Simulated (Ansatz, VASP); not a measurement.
## V: VASP beside Ansatz

The input INCAR:

```
PREC     = Accurate       # precision mode
ENCUT    = 500            # plane-wave cutoff, eV
EDIFF    = 1E-6           # SCF threshold, eV
ISMEAR   = -1             # smearing method
SIGMA    = 0.1            # smearing width, eV
LREAL    = F              # projectors in reciprocal space
LASPH    = T              # aspherical terms in the spheres
NELM     = 120            # most SCF steps
ALGO     = Normal         # electronic algorithm
ISIF     = 2              # what is computed and relaxed
LWAVE    = F              # write WAVECAR
LCHARG   = T              # write CHGCAR
GGA      = PS             # functional
LELF     = T              # ELF
LVHAR    = T            
NBANDS   = 12             # bands
GGA_COMPAT= F
```

KPOINTS

```
Automatic mesh
0
Gamma
  17 17 17
```

File POSCAR:

```
V
1.0
    2.3124342211      0.0000000000      0.0000000000
    0.0000000000      2.3124342211      0.0000000000
    0.0000000000      0.0000000000      2.3124342211
V
1
Direct
    0.0000000000      0.0000000000      0.0000000000
```

Input for Ansatz:

```yaml
crystal:
  lattice:
    - [2.3124342211, 0.0, 0.0]
    - [0.0, 2.3124342211, 0.0]
    - [0.0, 0.0, 2.3124342211]
  atoms:
    - { symbol: V, position: [0.0, 0.0, 0.0] }
kpoints:
  mp_grid: { grid: [17, 17, 17] }
scf:
  occupations: { method: fermi_dirac, width: 0.1 }
hamiltonian:
  xc: pbesol
  pseudopotentials: { kind: all_electron, lapw: { basis_error: 0.001 } }
output:
  forces: true
  stress: true
  eigenvalues: true
  populations: true
```

Change from the starting cell: volume scaled by 0.88, LAPW.

Alike in both runs: task single point; functional PBEsol; k mesh 17 × 17 × 17; occupations fermi-dirac, width 0.1 eV; no spin polarisation.

```csv
,VASP,Ansatz
version,VASP 6.6.1,Ansatz 0.2.0
potentials or method,"VASP PAW PBE potentials, release 64 (V_sv), cutoff 500 eV","all-electron LAPW, scalar-relativistic"
```

VASP gave:

| Item | Value |
| --- | --- |
| pressure (GPa) | 25.4 |

**Question.** Which values does Ansatz return?

**Answer.** Pressure (GPa): 24.7.

VASP's potentials were made for PBE, not for PBEsol. Ansatz ran all-electron here, and VASP with PAW potentials.
